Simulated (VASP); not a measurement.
# SnO2 (Cassiterite): relaxation of the atoms with PBE

Crystal: SnO2 (Cassiterite).

```
CELL_PARAMETERS angstrom
4.73800 0.00000 0.00000
0.00000 4.73800 0.00000
0.00000 0.00000 3.21836
ATOMIC_POSITIONS crystal
Sn 0.00000 0.00000 0.00000
Sn 0.50000 0.50000 0.50000
O 0.30540 0.30540 0.00000
O 0.19460 0.80540 0.50000
O 0.69460 0.69460 0.00000
O 0.80540 0.19460 0.50000
```

This cell differs from its parent crystal: z stretched by +1 %.

```json
{
  "Program": "VASP 6.6.1",
  "Task": "relaxation of the atoms",
  "Functional": "PBE",
  "Potentials or basis": "VASP PAW PBE potentials, release 64 (Sn_d, O)",
  "Cutoff": "520 eV",
  "k mesh": "7 × 7 × 9",
  "Occupations": "fermi-dirac, width 0.02 eV",
  "Spin": "no spin polarisation",
  "Dipole correction": "no",
  "Further INCAR settings": "ALGO = Normal; EDIFF = 1e-07; IBRION = 2; EDIFFG = -0.02; NSW = 80"
}
```

```
Energy gained by relaxing    : 0.1 meV/atom
Ionic steps                  : 2
Pressure after relaxing      : 8.8 GPa
Largest force after relaxing : 0.009 eV/Å
Band gap on the k mesh       : 1.10 eV, direct
```

Forces in eV/Å, atoms in the order of the input:
```
Sn   0.000  0.000  0.000
Sn   0.000  0.000  0.000
O   -0.006 -0.006  0.000
O    0.006 -0.006  0.000
O    0.006  0.006  0.000
O   -0.006  0.006  0.000
```

Stress tensor (GPa, compression positive):
```
8.89 0.00 0.00
0.00 8.89 0.00
0.00 0.00 8.73
```

Step by step:
| step | energy change (eV) | largest force (eV/Å) | pressure (GPa) |
| --- | --- | --- | --- |
| 1 | 0.0000 | 0.0625 | 8.77 |
| 2 | -0.0003 | 0.0088 | 8.84 |

Final structure:
```yaml
crystal:
  lattice:
    - [4.73800, 0.00000, 0.00000]
    - [0.00000, 4.73800, 0.00000]
    - [0.00000, 0.00000, 3.21836]
  atoms:
    - { symbol: Sn, position: [0.00000, 0.00000, 0.00000] }
    - { symbol: Sn, position: [0.50000, 0.50000, 0.50000] }
    - { symbol: O, position: [0.30585, 0.30585, 0.00000] }
    - { symbol: O, position: [0.19415, 0.80585, 0.50000] }
    - { symbol: O, position: [0.69415, 0.69415, 0.00000] }
    - { symbol: O, position: [0.80585, 0.19415, 0.50000] }
```

Levels at points of the mesh, in eV from the valence-band top:
```tsv
k point	band 23	band 24	band 25	band 26	band 27	band 28	band 29	band 30
(0.00, 0.00, 0.00)	-1.26	-0.76	-0.76	0.00	1.10	6.01	6.21	6.21
```

Run time: 3.4 min on 1 thread of Intel(R) Xeon(R) Platinum 8488C (Sapphire Rapids) (shared host), peak memory 0.23 GiB.

Caveat: the cell differs from its parent crystal (z stretched by +1 %); spin-orbit coupling is left out, which moves the levels of the heavy elements.
